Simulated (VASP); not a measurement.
# Be (Fd-3m) in VASP: further runs

The runs below take Be through single point, relaxation of cell and atoms, with PBEsol.

Everything below comes from runs of VASP 6.6.1. Logs are shortened: lines on timing, memory, paths and dates and some standing lists are left out, and cuts for length are marked.

## (1) The cell of the first run

The structure is cubic, space group Fd-3m (No. 227). Conventional cell: a = 5.063 Å, b = 5.063 Å, c = 5.063 Å, α = 90.00°, β = 90.00°, γ = 90.00°. Be (site symmetry -43m) has 4 Be at 2.19 Å within 2.9 Å.

## (2) Single point, PBEsol (volume scaled by 1.12)

The input, INCAR:

```
PREC     = Accurate       # precision mode
ENCUT    = 520            # plane-wave cutoff, eV
EDIFF    = 1E-7           # SCF threshold, eV
ISMEAR   = -1             # smearing method
SIGMA    = 0.1            # smearing width, eV
LREAL    = F              # projectors in reciprocal space
LASPH    = T              # aspherical terms in the spheres
NELM     = 60             # most SCF steps
ALGO     = Normal         # electronic algorithm
ISIF     = 2              # what is computed and relaxed
LWAVE    = F              # write WAVECAR
LCHARG   = F              # write CHGCAR
GGA      = PS             # functional
NBANDS   = 9              # bands
```

The input, KPOINTS:

```
Automatic mesh
0
Gamma
  13 13 13
```

The input, POSCAR:

```
Be
1.0
    0.0000000000      2.5314892332      2.5314892332
    2.5314892332      0.0000000000      2.5314892332
    2.5314892332      2.5314892332      0.0000000000
Be
2
Direct
    0.1250000000      0.1250000000      0.1250000000
    0.8750000000      0.8750000000      0.8750000000
```

Potentials or basis: VASP PAW PBE potentials, release 64 (Be).

Started as:

```console
cat potpaw_PBE.64/Be/POTCAR > POTCAR
mpirun -np 1 vasp_std > vasp.out
```

OUTCAR:

```text
PREC = Accurate
   ENCUT = 520
   EDIFF = 1E-7
   ISMEAR = -1
   LREAL = F
   LASPH = T
   NELM = 60
   ISIF = 2
   GGA = PS

 ion  position               nearest neighbor table
   1  0.125  0.125  0.125-   2 2.19   2 2.19   2 2.19   2 2.19
   2  0.875  0.875  0.875-   1 2.19   1 2.19   1 2.19   1 2.19

  LATTYP: Found a face centered cubic cell.
 ALAT       =     5.0629784664

  Lattice vectors:

 A1 = (   0.0000000000,   2.5314892332,   2.5314892332)
 A2 = (   2.5314892332,   0.0000000000,   2.5314892332)
 A3 = (   2.5314892332,   2.5314892332,   0.0000000000)

Analysis of symmetry for initial positions (statically):
=====================================================================
 Subroutine PRICEL returns:
 Original cell was already a primitive cell.

 Routine SETGRP: Setting up the symmetry group for a
 face centered cubic supercell.

 Subroutine GETGRP returns: Found 48 space group operations
 (whereof 12 operations were pure point group operations)
 out of a pool of 48 trial point group operations.

The static configuration has the point symmetry D_3d.
 The point group associated with its full space group is O_h .

Analysis of symmetry for dynamics (positions and initial velocities):
=====================================================================
 Subroutine PRICEL returns:
 Original cell was already a primitive cell.

 Routine SETGRP: Setting up the symmetry group for a
 face centered cubic supercell.

 Subroutine GETGRP returns: Found 48 space group operations
 (whereof 12 operations were pure point group operations)
 out of a pool of 48 trial point group operations.

The dynamic configuration has the point symmetry D_3d.
 The point group associated with its full space group is O_h .

 Subroutine INISYM returns: Found 48 space group operations
 (whereof 12 operations are pure point group operations),
 and found     1 'primitive' translations

----------------------------------------------------------------------------------------

                                     Primitive cell

  volume of cell :      32.4458

[... 80 lines left out ...]
   ISTART =      0    job   : 0-new  1-cont  2-samecut
   ICHARG =      2    charge: 1-file 2-atom 10-const
   ISPIN  =      1    spin polarized calculation?
   LNONCOLLINEAR =      F non collinear calculations
   LSORBIT =      F    spin-orbit coupling
   LASPH  =      T    aspherical Exc in radial PAW
   ENCUT  =  520.0 eV  38.22 Ry    6.18 a.u.   6.66  6.66  6.66*2*pi/ulx,y,z
   NELM   =     60;   NELMIN=  2; NELMDL= -5     # of ELM steps
   EDIFF  = 0.1E-06   stopping-criterion for ELM
   LREAL  =      F    real-space projection
   EDIFFG = 0.1E-05   stopping-criterion for IOM
   NSW    =      0    number of steps for IOM
   IBRION =     -1    ionic relax: 0-MD 1-quasi-New 2-CG
   NFREE  =      0    steps in history (QN), initial steepest desc. (CG)
   ISIF   =      2    stress and relaxation
   ISYM   =      2    0-nonsym 1-usesym 2-fastsym
   POTIM  = 0.5000    time-step for ionic-motion
   TEBEG  =    0.0;   TEEND  =   0.0 temperature during run
   PSTRESS=    0.0 pullay stress
   NELECT =       4.0000    total number of electrons
   NUPDOWN=      -1.0000    fix difference up-down
   EMIN   =  10.00;   EMAX   =-10.00  energy-range for DOS
   EFERMI =   0.00;   METHOD = LEGACY
   ISMEAR =    -1;   SIGMA  =   0.10  broadening in eV -4-tet -1-fermi 0-gaus
   EFERMI_NEDOS =   21; number of points for ismear=-14 and -15
   IALGO  =     38    algorithm
   IMIX   =      4    mixing-type and parameters
     AMIX     =   0.40;   BMIX     =  1.00
     AMIX_MAG =   1.60;   BMIX_MAG =  1.00
  volume/ion in A,a.u.               =      16.22       109.48
  Fermi-wavevector in a.u.,A,eV,Ry     =   0.814783  1.539717  9.032523  0.663872
  Thomas-Fermi vector in A             =   1.924753
   LORBIT       =      0    0 simple, 1 ext, 2 COOP (PROOUT), +10 PAW based schemes
   GGA     = PS    functional components
   LHFCALC =     F    Hartree Fock is set to
   AEXX    =    0.0000 exact exchange contribution
   IVDW    =     0    specifies the selected vdW correction
   LEPSILON=     F    determine dielectric tensor
   LRPA    =     F    only Hartree local field effects (RPA)
 non-spin polarized calculation
  energy-cutoff  :      520.00
  volume of cell :       32.45
 maximum number of plane-waves:       895
   NGX = 13   NGY = 13   NGZ = 13

 number of electron       4.0000000 magnetization

 Free energy of the ion-electron system (eV)
  ---------------------------------------------------
  ext. energy  EPLUGINS =         0.00000000
  ---------------------------------------------------
  free energy    TOTEN  =        -4.58834332 eV

  energy without entropy =       -4.55778021  energy(sigma->0) =       -4.57306177

 E-fermi :   1.2815     XC(G=0):  -8.3061

 val. band max:        1.2739638443   @ k =  -0.3846   0.3077   0.0769
 cond. band min:       1.2890681997   @ k =  -0.4615   0.3846   0.1538
 fundamental gap:      0.0151043554
 Fermi energy:         1.2814679652

 k-point     1 :       0.0000    0.0000    0.0000
  band No.  band energies     occupation
      1      -5.6215      2.00000
      2       5.7502      0.00000
      3       5.7502      0.00000
      4       5.7502      0.00000
      5       8.1608      0.00000
      6       8.1608      0.00000
      7       8.1608      0.00000
      8      14.0042      0.00000
      9      14.5574      0.00000
[... 265 lines left out ...]
 k-point    24 :       0.4615    0.1538    0.0000
  band No.  band energies     occupation
      1      -2.9686      2.00000
      2      -0.5074      2.00000
      3       3.2652      0.00000
      4       3.4285      0.00000
      5       8.4253      0.00000
      6      10.7389      0.00000
      7      11.3964      0.00000
      8      12.5807      0.00000
      9      15.4497      0.00000

 [... further k-points ...]
[... 5 lines left out ...]
  --------------------------------------------------------------------------------------
  -------------------------------------------------------------------------------------
  Total       -0.8449497     -0.8449497     -0.8449497      0.0000000     -0.0000000     -0.0000000
  in kB      -41.7237337    -41.7237337    -41.7237337      0.0000000     -0.0000000     -0.0000000
  external PRESSURE =     -41.7237337 kB  Pullay stress =       0.0000000 kB

 VOLUME and BASIS-vectors are now :
 -----------------------------------------------------------------------------
  energy-cutoff  :      520.00
  volume of cell :       32.45
      direct lattice vectors                 reciprocal lattice vectors
     0.000000000  2.531489233  2.531489233    -0.197512197  0.197512197  0.197512197
     2.531489233  0.000000000  2.531489233     0.197512197 -0.197512197  0.197512197
     2.531489233  2.531489233  0.000000000     0.197512197  0.197512197 -0.197512197

 POSITION                                       TOTAL-FORCE (eV/Angst)
 -----------------------------------------------------------------------------------
      0.63287      0.63287      0.63287         0.000000      0.000000      0.000000
      4.43011      4.43011      4.43011        -0.000000     -0.000000     -0.000000
 -----------------------------------------------------------------------------------
    total drift:                               -0.000000     -0.000000     -0.000000

  FREE ENERGIE OF THE ION-ELECTRON SYSTEM (eV)
  ---------------------------------------------------
  free  energy   TOTEN  =        -4.5883433222 eV

  energy  without entropy=       -4.5577802115  energy(sigma->0) =       -4.57306177
```

OSZICAR:

```text
N       E                     dE             d eps       ncg     rms          rms(c)
DAV:   1    -0.118446123257E+01   -0.11845E+01   -0.13792E+03  1512   0.331E+02
DAV:   2    -0.454318511130E+01   -0.33587E+01   -0.32253E+01  2139   0.364E+01
DAV:   3    -0.460015721626E+01   -0.56972E-01   -0.56515E-01  1942   0.373E+00
DAV:   4    -0.460026733371E+01   -0.11012E-03   -0.11011E-03  2087   0.170E-01
DAV:   5    -0.460026738913E+01   -0.55416E-07   -0.55458E-07  1908   0.385E-03    0.712E-01
DAV:   6    -0.459214027352E+01    0.81271E-02   -0.20975E-03  2151   0.239E-01    0.431E-01
DAV:   7    -0.458834111363E+01    0.37992E-02   -0.41186E-03  2175   0.311E-01    0.144E-02
DAV:   8    -0.458834342088E+01   -0.23073E-05   -0.40404E-05  1718   0.389E-02    0.475E-03
DAV:   9    -0.458834332222E+01    0.98661E-07   -0.91132E-07  1904   0.753E-03
   1 F= -.45883433E+01 E0= -.45730618E+01  d E =-.305631E-01
```

stdout:

```text
POSCAR found type information on POSCAR Be
 POSCAR found :  1 types and       2 ions
 scaLAPACK will be used
 -----------------------------------------------------------------------------
|                                                                             |
|                                                                             |
|     You enforced a specific xc type in the INCAR file but a different       |
|     I HOPE YOU KNOW WHAT YOU ARE DOING!                                     |
|                                                                             |
 -----------------------------------------------------------------------------

 LDA part: xc-table for (Slater+PW92), standard interpolation
 POSCAR, INCAR and KPOINTS ok, starting setup
 FFT: planning ... GRIDC
 FFT: planning ... GRID_SOFT
 FFT: planning ... GRID
 WAVECAR not read
 entering main loop
```

It took 16 s on 1 thread of AMD EPYC 7R13 (Zen 3), shared host; peak memory 0.13 GiB.

What came out:

```yaml
Free_energy: -4.5883 eV
Pressure: -4.2 GPa
Band_gap_on_the_k_mesh: zero (band 2 reaches 5.75 eV, above the bottom of band 3 at 0.09 eV)
```

Caveat: the PAW data sets were made with another functional, which shifts forces and pressure a little.

[end of part 1 of 2]
